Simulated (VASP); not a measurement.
Wanted: the native input for a VASP 6.6.1 run.

```yaml
Task: density of states
Functional: PBE
Potentials_or_basis: VASP PAW PBE potentials, release 64 (Ti_sv, H)
Cutoff: 520 eV
k_mesh: 12 × 12 × 10
Occupations: gaussian, width 0.1 eV
Spin: no spin polarisation
Dipole_correction: no
k_mesh_for_the_DOS: 18 × 18 × 15
Occupations_for_the_DOS: tetrahedron
Further_INCAR_settings: ALGO = Normal; EDIFF = 1e-07; NBANDS = 16
```

Crystal: TiH4.

```xyz
5
Lattice="2.9208 0.0000 0.0000 -1.4604 2.5295 0.0000 0.0000 0.0000 4.1717" Properties=species:S:1:pos:R:3 pbc="T T T"
Ti    0.0000    0.0000    0.0000
H     0.0000    1.6863    1.0199
H     0.0000    1.6863    3.1518
H     1.4604    0.8432    1.0199
H     1.4604    0.8432    3.1518
```

One way to write it, as run:

POSCAR

```
TiH4
1.0
    2.9207689255      0.0000000000      0.0000000000
   -1.4603844628      2.5294600881      0.0000000000
    0.0000000000      0.0000000000      4.1716830156
Ti H
1 4
Direct
    0.0000000000      0.0000000000      0.0000000000
    0.3333333333      0.6666666667      0.2444843629
    0.3333333333      0.6666666667      0.7555156371
    0.6666666667      0.3333333333      0.2444843629
    0.6666666667      0.3333333333      0.7555156371
```

INCAR.step1

```
  ALGO = Normal
  EDIFF = 1E-7
  ENCUT = 520
  GGA = PE
  ISIF = 2
  ISMEAR = 0
  LASPH = T
  LCHARG = T
  LMAXMIX = 4
  LREAL = F
  LWAVE = F
  NBANDS = 16
  NELM = 100
  PREC = Accurate
  SIGMA = 0.1
```

KPOINTS.step1

```
k-points
0
Gamma
  12 12 10
```

INCAR.step2

```
  ALGO = Normal
  EDIFF = 1E-7
  ENCUT = 520
  GGA = PE
  ICHARG = 11
  ISIF = 2
  ISMEAR = -5
  LASPH = T
  LCHARG = F
  LMAXMIX = 4
  LORBIT = 11
  LREAL = F
  LWAVE = F
  NBANDS = 16
  NEDOS = 1001
  NELM = 100
  PREC = Accurate
  SIGMA = 0.1
```

KPOINTS.step2

```
k-points
0
Gamma
  18 18 15
```

Potentials or basis: VASP PAW PBE potentials, release 64 (Ti_sv, H).

Run with:

```sh
$ cat potpaw_PBE.64/Ti_sv/POTCAR potpaw_PBE.64/H/POTCAR > POTCAR
$ cp INCAR.step1 INCAR
$ cp KPOINTS.step1 KPOINTS
$ mpirun -np 1 vasp_std > vasp.out
$ cp INCAR.step2 INCAR
$ cp KPOINTS.step2 KPOINTS
$ mpirun -np 1 vasp_std > vasp.out
```

Results of the run:

| Property | Result |
| --- | --- |
| Valence electrons inside the program's atomic spheres | Ti 10.36; H 0.52 |

Wall time 84 s on 1 thread of AMD EPYC 9R45 96-Core Processor (Zen 5) (shared host), peak memory 0.22 GiB.
